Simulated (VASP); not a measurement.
Wanted: the native input for a VASP 6.6.1 run.

```
Task                   : single point
Functional             : PBE
Potentials or basis    : VASP PAW PBE potentials, release 64 (Ga_d, P)
Cutoff                 : 520 eV
k mesh                 : 14 × 14 × 14
Occupations            : fermi-dirac, width 0.1 eV
Spin                   : no spin polarisation
Dipole correction      : no
Further INCAR settings : ALGO = Normal; EDIFF = 1e-06; NBANDS = 16
```

The structure of GaP (rocksalt type) lies in POSCAR:

```
GaP
1.0
    0.0000000000      2.1139017420      2.1139017420
    2.1139017420      0.0000000000      2.1139017420
    2.1139017420      2.1139017420      0.0000000000
Ga P
1 1
Direct
    0.0000000000      0.0000000000      0.0000000000
    0.5000000000      0.5000000000      0.5000000000
```

These files were run (other wordings do the same):

INCAR

```
SYSTEM = GaP
PREC = Accurate
ENCUT = 520
EDIFF = 1E-6
ISMEAR = -1
SIGMA = 0.1
LREAL = .False.
LASPH = .True.
NELM = 60
ALGO = Normal
ISIF = 2
LWAVE = .False.
LCHARG = .False.
GGA = PE
NBANDS = 16
```

KPOINTS

```
regular mesh
0
Gamma
  14 14 14
  0 0 0
```

Potentials or basis: VASP PAW PBE potentials, release 64 (Ga_d, P).

Command:

```console
$ cat potpaw_PBE.64/Ga_d/POTCAR potpaw_PBE.64/P/POTCAR > POTCAR
$ mpirun -np 1 vasp_std > vasp.out
```

Results of the run:

The pressure is 195.9 GPa. The band gap on the k mesh is zero (bands 9 and 10 overlap by 3.19 eV).

Caveat: the cell stands under pressure.

Run time: 31 s on 1 thread of AMD EPYC 7R13, with other jobs on the host, peak memory 0.13 GiB.
